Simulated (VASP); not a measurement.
# ZnS (F-43m) in VASP: settings compared

Aim: see how the results for ZnS move with the level of theory and the settings. Levels: r2SCAN, r2SCAN+D3(BJ), PBE. Tasks: single point, relaxation of volume and atoms at fixed shape.

Program: VASP 6.6.1. These are calculated values, not measurements. Logs are shortened: lines on timing, memory, paths and dates and some standing lists are left out, and cuts for length are marked.

### Step 1. The cell of the first run

It takes space group F-43m (No. 216, cubic). The conventional cell has a = 5.387 Å, b = 5.387 Å, c = 5.387 Å, α = 90.00°, β = 90.00°, γ = 90.00°. Zn (site symmetry -43m) has 4 S at 2.33 Å within 3.1 Å. Within 3.1 Å of S (site symmetry -43m) lie 4 Zn at 2.33 Å.

### Step 2. Single point, r2SCAN

File POSCAR:

```
ZnS
1.0
    0.0000000000      2.6936828773      2.6936828773
    2.6936828773      0.0000000000      2.6936828773
    2.6936828773      2.6936828773      0.0000000000
Zn S
1 1
Direct
    0.0000000000      0.0000000000      0.0000000000
    0.2500000000      0.2500000000      0.2500000000
```

File INCAR.step1:

```
SYSTEM = ZnS
PREC = Accurate ; ENCUT = 550
ISMEAR = -1 ; SIGMA = 0.018
LREAL = .FALSE. ; LASPH = .TRUE.
NELM = 120 ; NBANDS = 16
GGA = PE ; ALGO = Normal
EDIFF = 1E-5 ; LWAVE = .TRUE.
LCHARG = .FALSE. ; GGA_COMPAT = .FALSE.
```

File INCAR.step2:

```
SYSTEM = ZnS
PREC = Accurate ; ENCUT = 550
EDIFF = 1E-6 ; ISMEAR = -1
SIGMA = 0.018 ; LREAL = .FALSE.
LASPH = .TRUE. ; NELM = 120
ALGO = Normal ; ISIF = 2
LWAVE = .FALSE. ; LCHARG = .FALSE.
METAGGA = R2SCAN ; LMIXTAU = .TRUE.
NBANDS = 16 ; ISTART = 1
GGA_COMPAT = .FALSE.
```

File KPOINTS:

```
regular mesh
0
G
  6 6 6
  0 0 0
```

Potentials or basis: VASP PAW PBE potentials, release 64 (Zn, S).

Started as:

```
$ cat potpaw_PBE.64/Zn/POTCAR potpaw_PBE.64/S/POTCAR > POTCAR
$ cp INCAR.step1 INCAR
$ mpirun -np 1 vasp_std > vasp.out
$ cp INCAR.step2 INCAR
$ mpirun -np 1 vasp_std > vasp.out
```

OUTCAR:

```text
SYSTEM = ZnS
   PREC = Accurate
   ENCUT = 550
   EDIFF = 1E-6
   ISMEAR = -1
   LREAL = .FALSE.
   LASPH = .TRUE.
   NELM = 120
   ISIF = 2
   METAGGA = R2SCAN
   ISTART = 1

 ion  position               nearest neighbor table
   1  0.000  0.000  0.000-   2 2.33   2 2.33   2 2.33   2 2.33
   2  0.250  0.250  0.250-   1 2.33   1 2.33   1 2.33   1 2.33

  LATTYP: Found a face centered cubic cell.
 ALAT       =     5.3873657546

  Lattice vectors:

 A1 = (   0.0000000000,   2.6936828773,   2.6936828773)
 A2 = (   2.6936828773,   0.0000000000,   2.6936828773)
 A3 = (   2.6936828773,   2.6936828773,   0.0000000000)

Analysis of symmetry for initial positions (statically):
=====================================================================
 Subroutine PRICEL returns:
 Original cell was already a primitive cell.

 Routine SETGRP: Setting up the symmetry group for a
 face centered cubic supercell.

 Subroutine GETGRP returns: Found 24 space group operations
 (whereof 24 operations were pure point group operations)
 out of a pool of 48 trial point group operations.

The static configuration has the point symmetry T_d .

Analysis of symmetry for dynamics (positions and initial velocities):
=====================================================================
 Subroutine PRICEL returns:
 Original cell was already a primitive cell.

 Routine SETGRP: Setting up the symmetry group for a
 face centered cubic supercell.

 Subroutine GETGRP returns: Found 24 space group operations
 (whereof 24 operations were pure point group operations)
 out of a pool of 48 trial point group operations.

The dynamic configuration has the point symmetry T_d .

 Subroutine INISYM returns: Found 24 space group operations
 (whereof 24 operations are pure point group operations),
 and found     1 'primitive' translations

----------------------------------------------------------------------------------------

                                     Primitive cell

  volume of cell :      39.0903

  direct lattice vectors                    reciprocal lattice vectors
     0.000000000  2.693682877  2.693682877    -0.185619474  0.185619474  0.185619474
     2.693682877  0.000000000  2.693682877     0.185619474 -0.185619474  0.185619474
     2.693682877  2.693682877  0.000000000     0.185619474  0.185619474 -0.185619474

  length of vectors
     3.809442858  3.809442858  3.809442858     0.321502361  0.321502361  0.321502361

  position of ions in fractional coordinates (direct lattice)
     0.000000000  0.000000000  0.000000000
     0.250000000  0.250000000  0.250000000

  ion indices of the primitive-cell ions
   primitive index   ion index
                 1           1
                 2           2

----------------------------------------------------------------------------------------

 KPOINTS: regular mesh

Automatic generation of k-mesh.
 Grid dimensions read from file:
 generate k-points for:    6    6    6

 Generating k-lattice:

  Cartesian coordinates                     Fractional coordinates (reciprocal lattice)
    -0.030936579  0.030936579  0.030936579     0.166666667  0.000000000  0.000000000
     0.030936579 -0.030936579  0.030936579     0.000000000  0.166666667  0.000000000
     0.030936579  0.030936579 -0.030936579     0.000000000  0.000000000  0.166666667

  Length of vectors
     0.053583727  0.053583727  0.053583727

  Shift w.r.t. Gamma in fractional coordinates (k-lattice)
     0.000000000  0.000000000  0.000000000

 Subroutine IBZKPT returns following result:
 ===========================================

 Found     16 irreducible k-points:

 Following reciprocal coordinates:
            Coordinates               Weight
  0.000000  0.000000  0.000000      1.000000
  0.166667  0.000000  0.000000      8.000000
  0.333333  0.000000  0.000000      8.000000
  0.500000  0.000000  0.000000      4.000000
  0.166667  0.166667  0.000000      6.000000
  0.333333  0.166667  0.000000     24.000000
[... 8 lines left out ...]
 -0.333333  0.333333  0.166667     24.000000
 -0.333333  0.500000  0.166667     12.000000
   k-points           NKPTS =     16   k-points in BZ     NKDIM =     16   number of bands    NBANDS=     16
   number of dos      NEDOS =    301   number of ions     NIONS =      2
   total plane-waves  NPLWV =  27000
   dimension x,y,z NGX =    30 NGY =   30 NGZ =   30
   dimension x,y,z NGXF=    60 NGYF=   60 NGZF=   60
   ions per type =               1   1
   NGX,Y,Z   is equivalent  to a cutoff of  13.09, 13.09, 13.09 a.u.
   NGXF,Y,Z  is equivalent  to a cutoff of  26.18, 26.18, 26.18 a.u.
 SYSTEM =  ZnS
   PREC   = accura    normal or accurate (medium, high low for compatibility)
   ISTART =      1    job   : 0-new  1-cont  2-samecut
   ICHARG =      0    charge: 1-file 2-atom 10-const
   ISPIN  =      1    spin polarized calculation?
   LNONCOLLINEAR =      F non collinear calculations
   LSORBIT =      F    spin-orbit coupling
   LASPH  =      T    aspherical Exc in radial PAW
   ENCUT  =  550.0 eV  40.42 Ry    6.36 a.u.   7.28  7.28  7.28*2*pi/ulx,y,z
   NELM   =    120;   NELMIN=  2; NELMDL=  0     # of ELM steps
   EDIFF  = 0.1E-05   stopping-criterion for ELM
   LREAL  =      F    real-space projection
   EDIFFG = 0.1E-04   stopping-criterion for IOM
   NSW    =      0    number of steps for IOM
   IBRION =     -1    ionic relax: 0-MD 1-quasi-New 2-CG
   NFREE  =      0    steps in history (QN), initial steepest desc. (CG)
   ISIF   =      2    stress and relaxation
   ISYM   =      2    0-nonsym 1-usesym 2-fastsym
   POTIM  = 0.5000    time-step for ionic-motion
   TEBEG  =    0.0;   TEEND  =   0.0 temperature during run
   PSTRESS=    0.0 pullay stress
   NELECT =      18.0000    total number of electrons
   NUPDOWN=      -1.0000    fix difference up-down
   EMIN   =  10.00;   EMAX   =-10.00  energy-range for DOS
   EFERMI =   0.00;   METHOD = LEGACY
   ISMEAR =    -1;   SIGMA  =   0.02  broadening in eV -4-tet -1-fermi 0-gaus
   EFERMI_NEDOS =   21; number of points for ismear=-14 and -15
   IALGO  =     38    algorithm
   IMIX   =      4    mixing-type and parameters
     AMIX     =   0.40;   BMIX     =  1.00
     AMIX_MAG =   1.60;   BMIX_MAG =  1.00
  volume/ion in A,a.u.               =      19.55       131.90
  Fermi-wavevector in a.u.,A,eV,Ry     =   1.264181  2.388955 21.744194  1.598153
  Thomas-Fermi vector in A             =   2.397499
   LORBIT       =      0    0 simple, 1 ext, 2 COOP (PROOUT), +10 PAW based schemes
   METAGGA = R2SCAN    functional components
   LHFCALC =     F    Hartree Fock is set to
   AEXX    =    0.0000 exact exchange contribution
   IVDW    =     0    specifies the selected vdW correction
   LEPSILON=     F    determine dielectric tensor
   LRPA    =     F    only Hartree local field effects (RPA)
 non-spin polarized calculation
  energy-cutoff  :      550.00
  volume of cell :       39.09
 maximum number of plane-waves:      1167
 NGX is ok and might be reduce to    30
   NGX = 15   NGY = 15   NGZ = 15

 number of electron      18.0000017 magnetization

 Free energy of the ion-electron system (eV)
  ---------------------------------------------------
  ext. energy  EPLUGINS =         0.00000000
  ---------------------------------------------------
  free energy    TOTEN  =       -18.86404237 eV

  energy without entropy =      -18.86404237  energy(sigma->0) =      -18.86404237

 E-fermi :   2.2728     XC(G=0): -10.3304

 val. band max:        1.9198663619   @ k =   0.0000   0.0000   0.0000
 cond. band min:       4.6371446165   @ k =   0.0000   0.0000   0.0000
 fundamental gap:      2.7172782546
 Fermi energy:         2.2728407848

 k-point     1 :       0.0000    0.0000    0.0000
  band No.  band energies     occupation
      1     -11.8221      2.00000
      2      -4.6180      2.00000
      3      -4.6180      2.00000
      4      -4.6180      2.00000
      5      -4.0607      2.00000
      6      -4.0607      2.00000
[... 8 lines left out ...]
     15      14.2335      0.00000
     16      14.5143      0.00000

 k-point     2 :       0.1667    0.0000    0.0000
  band No.  band energies     occupation
      1     -11.6117      2.00000
      2      -4.6076      2.00000
      3      -4.5800      2.00000
      4      -4.5800      2.00000
      5      -4.0625      2.00000
      6      -4.0625      2.00000
[... 8 lines left out ...]
     15      13.4191      0.00000
     16      15.2968      0.00000

 k-point     3 :       0.3333    0.0000    0.0000
  band No.  band energies     occupation
      1     -11.1349      2.00000
      2      -4.5151      2.00000
      3      -4.5151      2.00000
      4      -4.4378      2.00000
      5      -4.0489      2.00000
      6      -4.0489      2.00000
[... 8 lines left out ...]
     15      14.0972      0.00000
     16      14.4054      0.00000

 k-point     4 :       0.5000    0.0000    0.0000
  band No.  band energies     occupation
      1     -10.8594      2.00000
      2      -4.4908      2.00000
      3      -4.4908      2.00000
      4      -4.0304      2.00000
      5      -4.0304      2.00000
      6      -3.8594      2.00000
[... 8 lines left out ...]
     15      16.0048      0.00000
     16      16.0048      0.00000

 k-point     5 :       0.1667    0.1667    0.0000
  band No.  band energies     occupation
      1     -11.5413      2.00000
      2      -4.6470      2.00000
      3      -4.5448      2.00000
      4      -4.5448      2.00000
      5      -4.0882      2.00000
      6      -4.0407      2.00000
[... 8 lines left out ...]
     15      14.6068      0.00000
     16      16.7253      0.00000

 k-point     6 :       0.3333    0.1667    0.0000
  band No.  band energies     occupation
      1     -11.1489      2.00000
      2      -4.5968      2.00000
      3      -4.4681      2.00000
      4      -4.4514      2.00000
      5      -4.0813      2.00000
      6      -4.0239      2.00000
[... 8 lines left out ...]
     15      15.0927      0.00000
     16      16.6043      0.00000

 k-point     7 :       0.5000    0.1667    0.0000
  band No.  band energies     occupation
      1     -10.7870      2.00000
      2      -4.4963      2.00000
      3      -4.4333      2.00000
      4      -4.1730      2.00000
      5      -4.0243      2.00000
      6      -3.9075      2.00000
[... 8 lines left out ...]
     15      16.0496      0.00000
     16      16.7174      0.00000

 k-point     8 :      -0.3333    0.1667    0.0000
  band No.  band energies     occupation
      1     -10.8797      2.00000
      2      -4.4847      2.00000
      3      -4.4600      2.00000
      4      -4.2538      2.00000
      5      -4.0639      2.00000
      6      -3.9993      2.00000
[... 8 lines left out ...]
     15      15.7146      0.00000
     16      16.7751      0.00000

 k-point     9 :      -0.1667    0.1667    0.0000
  band No.  band energies     occupation
      1     -11.3084      2.00000
      2      -4.5628      2.00000
      3      -4.5326      2.00000
      4      -4.5144      2.00000
      5      -4.0820      2.00000
      6      -4.0358      2.00000
[... 8 lines left out ...]
     15      14.5508      0.00000
     16      17.1105      0.00000

 k-point    10 :       0.3333    0.3333    0.0000
  band No.  band energies     occupation
      1     -10.9039      2.00000
      2      -4.6545      2.00000
      3      -4.3640      2.00000
      4      -4.3640      2.00000
      5      -4.0731      2.00000
      6      -4.0009      2.00000
[... 8 lines left out ...]
     15      15.5803      0.00000
     16      19.8356      0.00000

 k-point    11 :       0.5000    0.3333    0.0000
  band No.  band energies     occupation
      1     -10.6254      2.00000
      2      -4.5641      2.00000
      3      -4.3108      2.00000
      4      -4.2611      2.00000
      5      -4.0024      2.00000
      6      -3.8791      2.00000
[... 8 lines left out ...]
     15      16.2499      0.00000
     16      17.6197      0.00000

 k-point    12 :      -0.3333    0.3333    0.0000
  band No.  band energies     occupation
      1     -10.6163      2.00000
      2      -4.4918      2.00000
      3      -4.3565      2.00000
      4      -4.1261      2.00000
      5      -4.0451      2.00000
      6      -3.7839      2.00000
[... 8 lines left out ...]
     15      14.2067      0.00000
     16      19.3338      0.00000

 k-point    13 :       0.5000    0.5000    0.0000
  band No.  band energies     occupation
      1     -10.5347      2.00000
      2      -4.6256      2.00000
      3      -4.2488      2.00000
      4      -4.2488      2.00000
      5      -3.9810      2.00000
      6      -3.8425      2.00000
[... 8 lines left out ...]
     15      16.2902      0.00000
     16      17.1746      0.00000

 k-point    14 :       0.5000    0.3333    0.1667
  band No.  band energies     occupation
      1     -10.8040      2.00000
      2      -4.5112      2.00000
      3      -4.4196      2.00000
      4      -4.2941      2.00000
      5      -4.0370      2.00000
      6      -3.9887      2.00000
[... 8 lines left out ...]
     15      16.6740      0.00000
     16      17.3441      0.00000

 k-point    15 :      -0.3333    0.3333    0.1667
  band No.  band energies     occupation
      1     -10.6162      2.00000
      2      -4.4689      2.00000
      3      -4.3751      2.00000
      4      -4.1214      2.00000
      5      -4.0737      2.00000
      6      -3.7453      2.00000
[... 8 lines left out ...]
     15      16.4721      0.00000
     16      17.1473      0.00000

 k-point    16 :      -0.3333    0.5000    0.1667
  band No.  band energies     occupation
      1     -10.5300      2.00000
      2      -4.5071      2.00000
      3      -4.2962      2.00000
      4      -4.1980      2.00000
      5      -4.0377      2.00000
      6      -3.7015      2.00000
[... 8 lines left out ...]
     15      16.5473      0.00000
     16      17.6198      0.00000

------------------------ aborting loop because EDIFF is reached ----------------------------------------

  FORCE on cell =-STRESS in cart. coord.  units (eV):
  Direction    XX          YY          ZZ          XY          YZ          ZX
  --------------------------------------------------------------------------------------
  -------------------------------------------------------------------------------------
  Total        0.0200408      0.0200408      0.0200408      0.0000000      0.0000000      0.0000000
  in kB        0.8214022      0.8214022      0.8214022      0.0000000      0.0000000      0.0000000
  external PRESSURE =       0.8214022 kB  Pullay stress =       0.0000000 kB

 VOLUME and BASIS-vectors are now :
 -----------------------------------------------------------------------------
  energy-cutoff  :      550.00
  volume of cell :       39.09
      direct lattice vectors                 reciprocal lattice vectors
     0.000000000  2.693682877  2.693682877    -0.185619474  0.185619474  0.185619474
     2.693682877  0.000000000  2.693682877     0.185619474 -0.185619474  0.185619474
     2.693682877  2.693682877  0.000000000     0.185619474  0.185619474 -0.185619474

 POSITION                                       TOTAL-FORCE (eV/Angst)
 -----------------------------------------------------------------------------------
      0.00000      0.00000      0.00000         0.000000      0.000000      0.000000
      1.34684      1.34684      1.34684        -0.000000     -0.000000     -0.000000
 -----------------------------------------------------------------------------------
    total drift:                               -0.000001     -0.000001     -0.000001

  FREE ENERGIE OF THE ION-ELECTRON SYSTEM (eV)
  ---------------------------------------------------
  free  energy   TOTEN  =       -18.8640423750 eV

  energy  without entropy=      -18.8640423750  energy(sigma->0) =      -18.86404237
```

Wall time 34 s (1 thread of Intel Xeon 6975P-C (Granite Rapids), shared host); peak memory 0.17 GiB.

What came out:

| Item | Value |
| --- | --- |
| Free energy | -18.8640 eV |
| Pressure | 0.1 GPa |
| Band gap on the k mesh | 2.72 eV, direct |

Caveat: the PAW data sets were made with another functional, which shifts forces and pressure a little. r2SCAN opens gaps a little over a GGA but as a rule still falls short of measured ones.

(Continued in part 2 of 3.)
